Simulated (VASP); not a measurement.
A run of VASP 6.6.1 is set up as follows.

Contents of INCAR:

```
SYSTEM = TiO2
ALGO     = Normal         ! electronic algorithm
EDIFF    = 1E-7           ! SCF threshold, eV
ENCUT    = 520            ! plane-wave cutoff, eV
GGA      = PE             ! functional
ISIF     = 2              ! what is computed and relaxed
ISMEAR   = -1             ! smearing method
LASPH    = .TRUE.         ! aspherical terms in the spheres
LCHARG   = .FALSE.        ! write CHGCAR
LREAL    = .FALSE.        ! projectors in reciprocal space
LWAVE    = .FALSE.        ! write WAVECAR
NBANDS   = 33             ! bands
NELM     = 80             ! most SCF steps
PREC     = Accurate       ! precision mode
SIGMA    = 0.05           ! smearing width, eV
```

File KPOINTS:

```
k-points
0
G
  10 10 10
  0 0 0
```

File POSCAR:

```
TiO2
1.0
   -1.8979854084      1.8979854084      4.8463722084
    1.8979854084     -1.8979854084      4.8463722084
    1.8979854084      1.8979854084     -4.8463722084
Ti O
2 4
Direct
    0.7500000000      0.2500000000      0.5000000000
    0.0000000000      0.0000000000      0.0000000000
    0.7935343748      0.7935343748      0.0000000000
    0.5435343748      0.0435343748      0.5000000000
    0.9564656252      0.4564656252      0.5000000000
    0.2064656252      0.2064656252      0.0000000000
```

Potentials or basis: VASP PAW PBE potentials, release 64 (Ti_sv, O).

Command:

```bash
$ cat potpaw_PBE.64/Ti_sv/POTCAR potpaw_PBE.64/O/POTCAR > POTCAR
$ mpirun -np 1 vasp_std > vasp.out
```

(1) Predict the band gap on the k mesh.

(2) Predict the largest force.

(3) What does it give for the pressure?

Answers

(1) 2.12 eV (least direct gap 2.42 eV).

(2) 0.030 eV/Å.

(3) 1.1 GPa.
